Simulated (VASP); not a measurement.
# Cs (Im-3m) in VASP: further runs

Aim: see how the results for Cs move with the level of theory and the settings. Levels: PBEsol, PBEsol+D3(BJ). Tasks: single point.

Program: VASP 6.6.1. These are calculated values, not measurements. Logs are shortened: lines on timing, memory, paths and dates and some standing lists are left out, and cuts for length are marked.

### 1 The cell of the first run

The structure is cubic, space group Im-3m (No. 229). The conventional cell has a = 3.676 Å, b = 3.676 Å, c = 3.676 Å, α = 90.00°, β = 90.00°, γ = 90.00°. Cs (site symmetry m-3m) has 14 Cs at 3.18 to 3.68 Å within 4.2 Å.

### 2 Single point, PBEsol

Input file INCAR:

```
PREC = Accurate
ENCUT = 520
EDIFF = 1E-6
ISMEAR = -1
SIGMA = 0.05
LREAL = F
LASPH = T
NELM = 100
ALGO = Fast
ISIF = 2
LWAVE = F
LCHARG = F
GGA = PS
NBANDS = 10
```

Input file KPOINTS:

```
regular mesh
0
Gamma
  6 6 6
```

Input file POSCAR:

```
Cs
1.0
   -1.8378090648      1.8378090648      1.8378090648
    1.8378090648     -1.8378090648      1.8378090648
    1.8378090648      1.8378090648     -1.8378090648
Cs
1
Direct
    0.0000000000      0.0000000000      0.0000000000
```

Potentials or basis: VASP PAW PBE potentials, release 64 (Cs_sv).

Command:

```console
$ cat potpaw_PBE.64/Cs_sv/POTCAR > POTCAR
$ mpirun -np 1 vasp_std > vasp.out
```

OUTCAR:

```text
PREC = Accurate
   ENCUT = 520
   EDIFF = 1E-6
   ISMEAR = -1
   LREAL = F
   LASPH = T
   NELM = 100
   ISIF = 2
   GGA = PS

 ion  position               nearest neighbor table
   1  0.000  0.000  0.000-

  LATTYP: Found a body centered cubic cell.
 ALAT       =     3.6756181296

  Lattice vectors:

 A1 = (  -1.8378090648,   1.8378090648,   1.8378090648)
 A2 = (   1.8378090648,  -1.8378090648,   1.8378090648)
 A3 = (   1.8378090648,   1.8378090648,  -1.8378090648)

Analysis of symmetry for initial positions (statically):
=====================================================================
 Subroutine PRICEL returns:
 Original cell was already a primitive cell.

 Routine SETGRP: Setting up the symmetry group for a
 body centered cubic supercell.

 Subroutine GETGRP returns: Found 48 space group operations
 (whereof 48 operations were pure point group operations)
 out of a pool of 48 trial point group operations.

The static configuration has the point symmetry O_h .

Analysis of symmetry for dynamics (positions and initial velocities):
=====================================================================
 Subroutine PRICEL returns:
 Original cell was already a primitive cell.

 Routine SETGRP: Setting up the symmetry group for a
 body centered cubic supercell.

 Subroutine GETGRP returns: Found 48 space group operations
 (whereof 48 operations were pure point group operations)
 out of a pool of 48 trial point group operations.

The dynamic configuration has the point symmetry O_h .

 Subroutine INISYM returns: Found 48 space group operations
 (whereof 48 operations are pure point group operations),
 and found     1 'primitive' translations

----------------------------------------------------------------------------------------

                                     Primitive cell

  volume of cell :      24.8291

  direct lattice vectors                    reciprocal lattice vectors
    -1.837809065  1.837809065  1.837809065     0.000000000  0.272063083  0.272063083
     1.837809065 -1.837809065  1.837809065     0.272063083  0.000000000  0.272063083
     1.837809065  1.837809065 -1.837809065     0.272063083  0.272063083  0.000000000

  length of vectors
     3.183178675  3.183178675  3.183178675     0.384755302  0.384755302  0.384755302

  position of ions in fractional coordinates (direct lattice)
     0.000000000  0.000000000  0.000000000

  ion indices of the primitive-cell ions
   primitive index   ion index
                 1           1

----------------------------------------------------------------------------------------

 KPOINTS: regular mesh

Automatic generation of k-mesh.
 Grid dimensions read from file:
 generate k-points for:    6    6    6

 Generating k-lattice:

  Cartesian coordinates                     Fractional coordinates (reciprocal lattice)
     0.000000000  0.045343847  0.045343847     0.166666667  0.000000000  0.000000000
     0.045343847  0.000000000  0.045343847     0.000000000  0.166666667  0.000000000
     0.045343847  0.045343847  0.000000000     0.000000000  0.000000000  0.166666667

  Length of vectors
     0.064125884  0.064125884  0.064125884

  Shift w.r.t. Gamma in fractional coordinates (k-lattice)
     0.000000000  0.000000000  0.000000000

 Subroutine IBZKPT returns following result:
 ===========================================

 Found     16 irreducible k-points:

 Following reciprocal coordinates:
            Coordinates               Weight
  0.000000  0.000000  0.000000      1.000000
  0.166667  0.000000  0.000000     12.000000
  0.333333  0.000000  0.000000     12.000000
  0.500000  0.000000  0.000000      6.000000
  0.166667  0.166667  0.000000     24.000000
  0.333333  0.166667 -0.000000     48.000000
[... 8 lines left out ...]
  0.500000  0.500000  0.333333     12.000000
  0.500000  0.500000  0.500000      1.000000
   k-points           NKPTS =     16   k-points in BZ     NKDIM =     16   number of bands    NBANDS=     10
   number of dos      NEDOS =    301   number of ions     NIONS =      1
   total plane-waves  NPLWV =  13824
   dimension x,y,z NGX =    24 NGY =   24 NGZ =   24
   dimension x,y,z NGXF=    48 NGYF=   48 NGZF=   48
   ions per type =               1
   NGX,Y,Z   is equivalent  to a cutoff of  12.53, 12.53, 12.53 a.u.
   NGXF,Y,Z  is equivalent  to a cutoff of  25.07, 25.07, 25.07 a.u.
 SYSTEM =  unknown system
   PREC   = accura    normal or accurate (medium, high low for compatibility)
   ISTART =      0    job   : 0-new  1-cont  2-samecut
   ICHARG =      2    charge: 1-file 2-atom 10-const
   ISPIN  =      1    spin polarized calculation?
   LNONCOLLINEAR =      F non collinear calculations
   LSORBIT =      F    spin-orbit coupling
   LASPH  =      T    aspherical Exc in radial PAW
   ENCUT  =  520.0 eV  38.22 Ry    6.18 a.u.   5.92  5.92  5.92*2*pi/ulx,y,z
   NELM   =    100;   NELMIN=  2; NELMDL= -5     # of ELM steps
   EDIFF  = 0.1E-05   stopping-criterion for ELM
   LREAL  =      F    real-space projection
   EDIFFG = 0.1E-04   stopping-criterion for IOM
   NSW    =      0    number of steps for IOM
   IBRION =     -1    ionic relax: 0-MD 1-quasi-New 2-CG
   NFREE  =      0    steps in history (QN), initial steepest desc. (CG)
   ISIF   =      2    stress and relaxation
   ISYM   =      2    0-nonsym 1-usesym 2-fastsym
   POTIM  = 0.5000    time-step for ionic-motion
   TEBEG  =    0.0;   TEEND  =   0.0 temperature during run
   PSTRESS=    0.0 pullay stress
   NELECT =       9.0000    total number of electrons
   NUPDOWN=      -1.0000    fix difference up-down
   EMIN   =  10.00;   EMAX   =-10.00  energy-range for DOS
   EFERMI =   0.00;   METHOD = LEGACY
   ISMEAR =    -1;   SIGMA  =   0.05  broadening in eV -4-tet -1-fermi 0-gaus
   EFERMI_NEDOS =   21; number of points for ismear=-14 and -15
   IALGO  =     68    algorithm
   IMIX   =      4    mixing-type and parameters
     AMIX     =   0.40;   BMIX     =  1.00
     AMIX_MAG =   1.60;   BMIX_MAG =  1.00
  volume/ion in A,a.u.               =      24.83       167.56
  Fermi-wavevector in a.u.,A,eV,Ry     =   1.167263  2.205807 18.537969  1.362502
  Thomas-Fermi vector in A             =   2.303765
   LORBIT       =      0    0 simple, 1 ext, 2 COOP (PROOUT), +10 PAW based schemes
   GGA     = PS    functional components
   LHFCALC =     F    Hartree Fock is set to
   AEXX    =    0.0000 exact exchange contribution
   IVDW    =     0    specifies the selected vdW correction
   LEPSILON=     F    determine dielectric tensor
   LRPA    =     F    only Hartree local field effects (RPA)
 non-spin polarized calculation
 RMM-DIIS sequential band-by-band and
  energy-cutoff  :      520.00
  volume of cell :       24.83
 maximum number of plane-waves:       682
   NGX = 11   NGY = 11   NGZ = 11

 number of electron       9.0000001 magnetization

 Free energy of the ion-electron system (eV)
  ---------------------------------------------------
  ext. energy  EPLUGINS =         0.00000000
  ---------------------------------------------------
  free energy    TOTEN  =         1.15104946 eV

  energy without entropy =        1.17463731  energy(sigma->0) =        1.16284338

 E-fermi :   8.1554     XC(G=0): -11.4505

 val. band max:        8.0606342622   @ k =  -0.3333   0.5000   0.1667
 cond. band min:       8.1613462506   @ k =   0.3333   0.1667  -0.0000
 fundamental gap:      0.1007119884
 Fermi energy:         8.1554238433

 k-point     1 :       0.0000    0.0000    0.0000
  band No.  band energies     occupation
      1     -17.7229      2.00000
      2       0.0776      2.00000
      3       0.0776      2.00000
      4       0.0776      2.00000
      5       9.0480      0.00000
      6      11.7537      0.00000
      7      11.7537      0.00000
      8      11.7537      0.00000
      9      14.8080      0.00000
     10      14.8080      0.00000

 k-point     2 :       0.1667    0.0000    0.0000
  band No.  band energies     occupation
      1     -17.3463      2.00000
      2      -1.9422      2.00000
      3      -0.5464      2.00000
      4      -0.0124      2.00000
      5       9.5649      0.00000
      6      10.4873      0.00000
      7      12.0251      0.00000
      8      13.5542      0.00000
      9      13.9800      0.00000
     10      14.2416      0.00000

 k-point     3 :       0.3333    0.0000    0.0000
  band No.  band energies     occupation
      1     -16.4360      2.00000
      2      -5.0242      2.00000
      3      -1.5328      2.00000
      4      -0.2008      2.00000
      5       7.6522      1.99991
      6       9.0134      0.00000
      7      14.3965      0.00000
      8      14.8226      0.00000
      9      17.0250      0.00000
     10      17.9898      0.00000

 k-point     4 :       0.5000    0.0000    0.0000
  band No.  band energies     occupation
      1     -15.8538      2.00000
      2      -6.4429      2.00000
      3      -1.9430      2.00000
      4      -0.2982      2.00000
      5       6.8927      2.00000
      6       8.4777      0.00317
      7      16.4049      0.00000
      8      16.8011      0.00000
      9      17.3949      0.00000
     10      17.3969      0.00000
[... 118 lines left out ...]
 k-point    14 :      -0.3333    0.3333    0.3333
  band No.  band energies     occupation
      1     -15.3992      2.00000
      2      -4.3875      2.00000
      3      -3.3047      2.00000
      4      -3.3047      2.00000
      5       6.3519      2.00000
      6       9.2364      0.00000
      7      14.8985      0.00000
      8      14.8985      0.00000
      9      16.3131      0.00000
     10      18.1742      0.00000

 k-point    15 :       0.5000    0.5000    0.3333
  band No.  band energies     occupation
      1     -14.9669      2.00000
      2      -4.9171      2.00000
      3      -3.7403      2.00000
      4      -3.3775      2.00000
      5       6.1949      2.00000
      6       7.0428      2.00000
      7      15.0111      0.00000
      8      15.5140      0.00000
      9      20.9637      0.00000
     10      21.6407      0.00000

 k-point    16 :       0.5000    0.5000    0.5000
  band No.  band energies     occupation
      1     -14.6128      2.00000
      2      -4.1796      2.00000
      3      -4.1796      2.00000
      4      -4.1796      2.00000
      5       5.1487      2.00000
      6       5.1487      2.00000
      7      20.5400      0.00000
      8      20.5422      0.00000
      9      20.5427      0.00000
     10      21.1013      0.00000

------------------------ aborting loop because EDIFF is reached ----------------------------------------

  FORCE on cell =-STRESS in cart. coord.  units (eV):
  Direction    XX          YY          ZZ          XY          YZ          ZX
  --------------------------------------------------------------------------------------
  -------------------------------------------------------------------------------------
  Total        5.0215399      5.0215399      5.0215399      0.0000000      0.0000000      0.0000000
  in kB      324.0308331    324.0308331    324.0308331      0.0000000      0.0000000      0.0000000
  external PRESSURE =     324.0308331 kB  Pullay stress =       0.0000000 kB

 VOLUME and BASIS-vectors are now :
 -----------------------------------------------------------------------------
  energy-cutoff  :      520.00
  volume of cell :       24.83
      direct lattice vectors                 reciprocal lattice vectors
    -1.837809065  1.837809065  1.837809065     0.000000000  0.272063083  0.272063083
     1.837809065 -1.837809065  1.837809065     0.272063083  0.000000000  0.272063083
     1.837809065  1.837809065 -1.837809065     0.272063083  0.272063083  0.000000000

 POSITION                                       TOTAL-FORCE (eV/Angst)
 -----------------------------------------------------------------------------------
      0.00000      0.00000      0.00000         0.000000     -0.000000     -0.000000
 -----------------------------------------------------------------------------------
    total drift:                                0.000000      0.000000     -0.000000

  FREE ENERGIE OF THE ION-ELECTRON SYSTEM (eV)
  ---------------------------------------------------
  free  energy   TOTEN  =         1.1510494596 eV

  energy  without entropy=        1.1746373057  energy(sigma->0) =        1.16284338
```

Wall time 4.4 s (1 thread of Intel Xeon Platinum 8375C at 2.90GHz (Ice Lake), shared host); peak memory 0.13 GiB.

Results:

| Property | Result |
| --- | --- |
| Free energy | 1.1510 eV |
| Pressure | 32.4 GPa |

Caveat: the k points lie up to 0.40 Å⁻¹ apart; the PAW data sets were made with another functional, which shifts forces and pressure a little; spin-orbit coupling is left out, which moves the levels of the heavy elements.

[end of part 1 of 2]
